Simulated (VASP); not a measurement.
# Sb2Se3 (R-3m) in VASP: further runs

Aim: see how the results for Sb2Se3 move with the level of theory and the settings. Levels: PBE, r2SCAN. Tasks: single point.

All numbers are computed with VASP 6.6.1; they aren't measurements. Logs are shortened: lines on timing, memory, paths and dates and some standing lists are left out, and cuts for length are marked.

### 1 The cell of the first run

It takes space group R-3m (No. 166, trigonal). The conventional cell has a = 4.026 Å, b = 4.026 Å, c = 28.991 Å, α = 90.00°, β = 90.00°, γ = 120.00°. Sb (site symmetry 3m) has 6 Se at 2.79 to 2.99 Å within 3.7 Å. Se (site symmetry 3m) has 3 Sb at 2.79 Å and 3 Se at 3.65 Å within 3.7 Å. Se (site symmetry -3m) has 6 Sb at 2.99 Å within 3.9 Å.

### 2 Single point, PBE

Input file INCAR:

```
PREC = Accurate ; ENCUT = 520
EDIFF = 1E-6 ; ISMEAR = -1
SIGMA = 0.02 ; LREAL = F
LASPH = T ; NELM = 60
ALGO = Normal ; ISIF = 2
LWAVE = F ; LCHARG = T
GGA = PE ; LELF = T
LVHAR = T ; NBANDS = 22
```

Input file KPOINTS:

```
regular mesh
0
Gamma
  8 8 8
```

Input file POSCAR:

```
Sb2Se3
1.0
    2.0131857628      1.1623133420      9.6638118641
   -2.0131857628      1.1623133420      9.6638118641
    0.0000000000     -2.3246266841      9.6638118641
Sb Se
2 3
Direct
    0.3980137567      0.3980137567      0.3980137567
    0.6019862433      0.6019862433      0.6019862433
    0.2152848030      0.2152848030      0.2152848030
    0.7847151970      0.7847151970      0.7847151970
    0.0000000000      0.0000000000      0.0000000000
```

Potentials or basis: VASP PAW PBE potentials, release 64 (Sb, Se).

The run is started by

```sh
$ cat potpaw_PBE.64/Sb/POTCAR potpaw_PBE.64/Se/POTCAR > POTCAR
$ mpirun -np 1 vasp_std > vasp.out
```

OUTCAR:

```text
PREC = Accurate
   ENCUT = 520
   EDIFF = 1E-6
   ISMEAR = -1
   LREAL = F
   LASPH = T
   NELM = 60
   ISIF = 2
   GGA = PE

 ion  position               nearest neighbor table
   1  0.398  0.398  0.398-   4 2.79   4 2.79   4 2.79   5 2.99   5 2.99   5 2.99
   2  0.602  0.602  0.602-   3 2.79   3 2.79   3 2.79   5 2.99   5 2.99   5 2.99
   3  0.215  0.215  0.215-   2 2.79   2 2.79   2 2.79
   4  0.785  0.785  0.785-   1 2.79   1 2.79   1 2.79
   5  0.000  0.000  0.000-   2 2.99   1 2.99   2 2.99   2 2.99   1 2.99   1 2.99

  LATTYP: Found a trigonal (rhomboedric) cell.
 ALAT       =     9.9394742801
 COS(alpha) =     0.9179514580

  Lattice vectors:

 A1 = (   2.0131857628,   1.1623133420,   9.6638118641)
 A2 = (  -2.0131857628,   1.1623133420,   9.6638118641)
 A3 = (   0.0000000000,  -2.3246266841,   9.6638118641)

Analysis of symmetry for initial positions (statically):
=====================================================================
 Subroutine PRICEL returns:
 Original cell was already a primitive cell.

 Routine SETGRP: Setting up the symmetry group for a
 trigonal (rhombohedral) supercell.

 Subroutine GETGRP returns: Found 12 space group operations
 (whereof 12 operations were pure point group operations)
 out of a pool of 12 trial point group operations.

The static configuration has the point symmetry D_3d.

Analysis of symmetry for dynamics (positions and initial velocities):
=====================================================================
 Subroutine PRICEL returns:
 Original cell was already a primitive cell.

 Routine SETGRP: Setting up the symmetry group for a
 trigonal (rhombohedral) supercell.

 Subroutine GETGRP returns: Found 12 space group operations
 (whereof 12 operations were pure point group operations)
 out of a pool of 12 trial point group operations.

The dynamic configuration has the point symmetry D_3d.

 Subroutine INISYM returns: Found 12 space group operations
 (whereof 12 operations are pure point group operations),
 and found     1 'primitive' translations

----------------------------------------------------------------------------------------

                                     Primitive cell

  volume of cell :     135.6772

  direct lattice vectors                    reciprocal lattice vectors
     2.013185763  1.162313342  9.663811864     0.248362575  0.143392200  0.034492945
[... 86 lines left out ...]
   ISPIN  =      1    spin polarized calculation?
   LNONCOLLINEAR =      F non collinear calculations
   LSORBIT =      F    spin-orbit coupling
   LASPH  =      T    aspherical Exc in radial PAW
   ENCUT  =  520.0 eV  38.22 Ry    6.18 a.u.  18.48 18.48 18.48*2*pi/ulx,y,z
   NELM   =     60;   NELMIN=  2; NELMDL= -5     # of ELM steps
   EDIFF  = 0.1E-05   stopping-criterion for ELM
   LREAL  =      F    real-space projection
[... 7 lines left out ...]
   TEBEG  =    0.0;   TEEND  =   0.0 temperature during run
   PSTRESS=    0.0 pullay stress
   NELECT =      28.0000    total number of electrons
   NUPDOWN=      -1.0000    fix difference up-down
   EMIN   =  10.00;   EMAX   =-10.00  energy-range for DOS
   EFERMI =   0.00;   METHOD = LEGACY
   ISMEAR =    -1;   SIGMA  =   0.02  broadening in eV -4-tet -1-fermi 0-gaus
   EFERMI_NEDOS =   21; number of points for ismear=-14 and -15
   IALGO  =     38    algorithm
   IMIX   =      4    mixing-type and parameters
     AMIX     =   0.40;   BMIX     =  1.00
     AMIX_MAG =   1.60;   BMIX_MAG =  1.00
  volume/ion in A,a.u.               =      27.14       183.12
  Fermi-wavevector in a.u.,A,eV,Ry     =   0.967443  1.828202 12.734310  0.935945
  Thomas-Fermi vector in A             =   2.097329
   LORBIT       =      0    0 simple, 1 ext, 2 COOP (PROOUT), +10 PAW based schemes
   GGA     = PE    functional components
   LHFCALC =     F    Hartree Fock is set to
   AEXX    =    0.0000 exact exchange contribution
   IVDW    =     0    specifies the selected vdW correction
   LEPSILON=     F    determine dielectric tensor
   LRPA    =     F    only Hartree local field effects (RPA)
 non-spin polarized calculation
  energy-cutoff  :      520.00
  volume of cell :      135.68
 maximum number of plane-waves:      3696
 NGX is ok and might be reduce to    80
   NGX = 37   NGY = 37   NGZ = 37

 number of electron      28.0000000 magnetization

 Free energy of the ion-electron system (eV)
  ---------------------------------------------------
  ext. energy  EPLUGINS =         0.00000000
  ---------------------------------------------------
  free energy    TOTEN  =       -20.05978629 eV

  energy without entropy =      -20.05967771  energy(sigma->0) =      -20.05973200

 E-fermi :   5.1866     XC(G=0):  -9.3614

 val. band max:        5.1822913697   @ k =   0.0000   0.0000   0.0000
 cond. band min:       5.1908534646   @ k =   0.0000   0.0000   0.0000
 fundamental gap:      0.0085620949
 Fermi energy:         5.1865981202

 k-point     1 :       0.0000    0.0000    0.0000
  band No.  band energies     occupation
      1      -9.4170      2.00000
      2      -8.7052      2.00000
      3      -8.1060      2.00000
      4      -3.7063      2.00000
      5      -2.5488      2.00000
      6       2.8395      2.00000
[... 589 lines left out ...]
     21       9.3663      0.00000
     22      11.2391      0.00000

 [... further k-points ...]

------------------------ aborting loop because EDIFF is reached ----------------------------------------

  FORCE on cell =-STRESS in cart. coord.  units (eV):
  Direction    XX          YY          ZZ          XY          YZ          ZX
  --------------------------------------------------------------------------------------
  -------------------------------------------------------------------------------------
  Total        1.8376396      1.8376396      1.7020715      0.0000000     -0.0000000      0.0000000
  in kB       21.7002201     21.7002201     20.0993305      0.0000000     -0.0000000      0.0000000
  external PRESSURE =      21.1665902 kB  Pullay stress =       0.0000000 kB

 VOLUME and BASIS-vectors are now :
 -----------------------------------------------------------------------------
  energy-cutoff  :      520.00
  volume of cell :      135.68
      direct lattice vectors                 reciprocal lattice vectors
     2.013185763  1.162313342  9.663811864     0.248362575  0.143392200  0.034492945
    -2.013185763  1.162313342  9.663811864    -0.248362575  0.143392200  0.034492945
     0.000000000 -2.324626684  9.663811864     0.000000000 -0.286784399  0.034492945

 POSITION                                       TOTAL-FORCE (eV/Angst)
 -----------------------------------------------------------------------------------
      0.00000     -0.00000     11.53899         0.000000      0.000000     -0.104204
      0.00000     -0.00000     17.45245         0.000000     -0.000000      0.104204
      0.00000     -0.00000      6.24142         0.000000      0.000000     -0.181802
      0.00000     -0.00000     22.75002         0.000000     -0.000000      0.181802
      0.00000      0.00000      0.00000         0.000000     -0.000000     -0.000000
 -----------------------------------------------------------------------------------
    total drift:                                0.000000     -0.000000     -0.000000

  FREE ENERGIE OF THE ION-ELECTRON SYSTEM (eV)
  ---------------------------------------------------
  free  energy   TOTEN  =       -20.0597862949 eV

  energy  without entropy=      -20.0596777080  energy(sigma->0) =      -20.05973200
```

Wall time 10 min (1 thread of Intel Xeon 6975P-C (Granite Rapids), shared host); peak memory 0.99 GiB.

What came out:

| Property | Result |
| --- | --- |
| Free energy | -20.0598 eV |
| Pressure | 2.1 GPa |
| Largest force | 0.182 eV/Å |
| Band gap on the k mesh | 0.01 eV, direct |

Forces on the atoms (eV/Å):
```
Sb   0.000  0.000 -0.104
Sb   0.000  0.000  0.104
Se   0.000  0.000 -0.182
Se   0.000  0.000  0.182
Se   0.000  0.000  0.000
```

Levels at points of the mesh, in eV from the valence-band top:
| k point | band 10 | band 11 | band 12 | band 13 | band 14 | band 15 | band 16 | band 17 | band 18 | band 19 |
| --- | --- | --- | --- | --- | --- | --- | --- | --- | --- | --- |
| (0.00, 0.00, 0.00) | -2.15 | -2.15 | -1.62 | -1.62 | 0.00 | 0.01 | 0.98 | 0.98 | 1.98 | 2.30 |
| (0.50, 0.00, 0.00) | -3.36 | -3.18 | -2.39 | -1.71 | -0.65 | 0.55 | 1.55 | 2.62 | 2.76 | 3.44 |
| (0.50, 0.50, 0.00) | -3.08 | -2.32 | -2.14 | -1.98 | -1.10 | 0.98 | 1.51 | 2.04 | 2.83 | 3.28 |
| (0.50, 0.50, 0.50) | -2.01 | -1.72 | -1.72 | -1.21 | -0.72 | 0.42 | 1.18 | 1.18 | 1.99 | 2.06 |

Caveat: spin-orbit coupling is left out, which moves the levels of the heavy elements. A k mesh can miss the band edges.

### 3 Single point, PBE (strain +5.0%)

Input file INCAR:

```
PREC = Accurate
ENCUT = 520
EDIFF = 1E-6
ISMEAR = -1
SIGMA = 0.02
LREAL = F
LASPH = T
NELM = 100
ALGO = Normal
ISIF = 2
LWAVE = F
LCHARG = F
GGA = PE
NBANDS = 22
```

KPOINTS is that of step 2.

Input file POSCAR:

```
Sb2Se3
1.0
    2.1138450509      1.2204290092     10.1470024573
   -2.1138450509      1.2204290092     10.1470024573
    0.0000000000     -2.4408580184     10.1470024573
Sb Se
2 3
Direct
    0.3933005618      0.3933005618      0.3933005618
    0.6066994382      0.6066994382      0.6066994382
    0.2250514185      0.2250514185      0.2250514185
    0.7749485815      0.7749485815      0.7749485815
    0.0000000000      0.0000000000      0.0000000000
```

Potentials or basis: VASP PAW PBE potentials, release 64 (Sb, Se).

The run is started by

```sh
$ cat potpaw_PBE.64/Sb/POTCAR potpaw_PBE.64/Se/POTCAR > POTCAR
$ mpirun -np 1 vasp_std > vasp.out
```

OUTCAR:

```text
PREC = Accurate
   ENCUT = 520
   EDIFF = 1E-6
   ISMEAR = -1
   LREAL = F
   LASPH = T
   NELM = 100
   ISIF = 2
   GGA = PE

 ion  position               nearest neighbor table
   1  0.393  0.393  0.393-   4 2.85   4 2.85   4 2.85   5 3.05   5 3.05   5 3.05
   2  0.607  0.607  0.607-   3 2.85   3 2.85   3 2.85   5 3.05   5 3.05   5 3.05
   3  0.225  0.225  0.225-   2 2.85   2 2.85   2 2.85
   4  0.775  0.775  0.775-   1 2.85   1 2.85   1 2.85
   5  0.000  0.000  0.000-   2 3.05   2 3.05   1 3.05   1 3.05   2 3.05   1 3.05

  LATTYP: Found a trigonal (rhomboedric) cell.
 ALAT       =    10.4364479941
 COS(alpha) =     0.9179514580

  Lattice vectors:

 A1 = (   2.1138450509,   1.2204290092,  10.1470024573)
 A2 = (  -2.1138450509,   1.2204290092,  10.1470024573)
 A3 = (   0.0000000000,  -2.4408580184,  10.1470024573)

Analysis of symmetry for initial positions (statically):
=====================================================================
 Subroutine PRICEL returns:
 Original cell was already a primitive cell.

 Routine SETGRP: Setting up the symmetry group for a
[... 175 lines left out ...]

 val. band max:        3.2536320008   @ k =   0.5000   0.2500   0.2500
 cond. band min:       3.3125039580   @ k =   0.0000   0.0000   0.0000
 fundamental gap:      0.0588719572
 Fermi energy:         3.3040481231

 k-point     1 :       0.0000    0.0000    0.0000
  band No.  band energies     occupation
      1     -10.3312      2.00000
      2      -9.7559      2.00000
      3      -9.0540      2.00000
      4      -4.9054      2.00000
      5      -3.7903      2.00000
      6       1.3670      2.00000
[... 589 lines left out ...]
     21       8.1221      0.00000
     22       9.7100      0.00000

 [... further k-points ...]

------------------------ aborting loop because EDIFF is reached ----------------------------------------

  FORCE on cell =-STRESS in cart. coord.  units (eV):
  Direction    XX          YY          ZZ          XY          YZ          ZX
  --------------------------------------------------------------------------------------
  -------------------------------------------------------------------------------------
  Total       -2.6439375     -2.6439375      0.2529555      0.0000000     -0.0000000      0.0000000
  in kB      -26.9703808    -26.9703808      2.5803587      0.0000000     -0.0000000      0.0000000
  external PRESSURE =     -17.1201343 kB  Pullay stress =       0.0000000 kB

 VOLUME and BASIS-vectors are now :
 -----------------------------------------------------------------------------
  energy-cutoff  :      520.00
  volume of cell :      157.06
      direct lattice vectors                 reciprocal lattice vectors
     2.113845051  1.220429009 10.147002457     0.236535786  0.136564000  0.032850424
    -2.113845051  1.220429009 10.147002457    -0.236535786  0.136564000  0.032850424
     0.000000000 -2.440858018 10.147002457     0.000000000 -0.273127999  0.032850424

 POSITION                                       TOTAL-FORCE (eV/Angst)
 -----------------------------------------------------------------------------------
      0.00000      0.00000     11.97247         0.000000     -0.000000     -0.040761
      0.00000      0.00000     18.46854         0.000000     -0.000000      0.040761
      0.00000      0.00000      6.85079         0.000000      0.000000     -0.087256
      0.00000      0.00000     23.59022         0.000000      0.000000      0.087256
      0.00000      0.00000      0.00000         0.000000      0.000000      0.000000
 -----------------------------------------------------------------------------------
    total drift:                                0.000000     -0.000000      0.000000

  FREE ENERGIE OF THE ION-ELECTRON SYSTEM (eV)
  ---------------------------------------------------
  free  energy   TOTEN  =       -19.9894919532 eV

  energy  without entropy=      -19.9891101371  energy(sigma->0) =      -19.98930105
```

OSZICAR:

```text
N       E                     dE             d eps       ncg     rms          rms(c)
DAV:   1     0.139687105758E+03    0.13969E+03   -0.10275E+04  2860   0.103E+03
DAV:   2    -0.717571054218E+01   -0.14686E+03   -0.14116E+03  3800   0.169E+02
DAV:   3    -0.204161412950E+02   -0.13240E+02   -0.13005E+02  3538   0.547E+01
DAV:   4    -0.206429448105E+02   -0.22680E+00   -0.22641E+00  3146   0.822E+00
DAV:   5    -0.206460746362E+02   -0.31298E-02   -0.31294E-02  3598   0.102E+00    0.538E+00
DAV:   6    -0.199781191173E+02    0.66796E+00   -0.18099E+00  3238   0.520E+00    0.350E+00
DAV:   7    -0.199826951624E+02   -0.45760E-02   -0.27569E-01  3280   0.259E+00    0.160E+00
DAV:   8    -0.199879589807E+02   -0.52638E-02   -0.31394E-02  3376   0.875E-01    0.589E-01
DAV:   9    -0.199891689920E+02   -0.12100E-02   -0.26093E-03  3118   0.324E-01    0.166E-01
DAV:  10    -0.199893969923E+02   -0.22800E-03   -0.60931E-04  3436   0.159E-01    0.684E-02
DAV:  11    -0.199894661615E+02   -0.69169E-04   -0.16329E-04  3286   0.734E-02    0.264E-02
DAV:  12    -0.199894894479E+02   -0.23286E-04   -0.37849E-05  3148   0.361E-02    0.844E-03
DAV:  13    -0.199894916642E+02   -0.22164E-05   -0.36512E-06  3424   0.103E-02    0.423E-03
DAV:  14    -0.199894919532E+02   -0.28895E-06   -0.59437E-07  2108   0.394E-03
   1 F= -.19989492E+02 E0= -.19989301E+02  d E =-.381816E-03
```

It took 9.8 min on 1 thread of Intel Xeon 6975P-C (Granite Rapids), shared host; peak memory 1 GiB.

What came out:

```yaml
Free_energy: -19.9895 eV
Pressure: -1.7 GPa
Largest_force: 0.087 eV/Å
Band_gap_on_the_k_mesh: 0.06 eV, indirect (least direct gap 0.31 eV)
```

Forces on the atoms (eV/Å):
```
Sb   0.000  0.000 -0.041
Sb   0.000  0.000  0.041
Se   0.000  0.000 -0.087
Se   0.000  0.000  0.087
Se   0.000  0.000  0.000
```

Stress tensor (GPa, compression positive):
```
-2.70  0.00  0.00
 0.00 -2.70  0.00
 0.00  0.00  0.26
```

Levels at points of the mesh, in eV from the valence-band top:
```csv
k point,band 11,band 12,band 13,band 14,band 15,band 16,band 17,band 18
"(0.00, 0.00, 0.00)",-1.33,-1.29,-1.29,-0.25,0.06,1.29,1.29,1.99
"(0.50, 0.00, 0.00)",-2.16,-1.25,-1.23,-0.41,1.05,2.22,3.08,3.13
"(0.50, 0.50, 0.00)",-1.81,-1.31,-1.28,-0.51,1.33,2.40,2.48,3.10
"(0.50, 0.50, 0.50)",-1.32,-1.32,-1.00,-0.45,0.19,1.35,1.35,1.97
```

Caveat: the cell differs from its parent crystal (strain +5.0%); spin-orbit coupling is left out, which moves the levels of the heavy elements. A k mesh can miss the band edges.

[end of part 1 of 2]
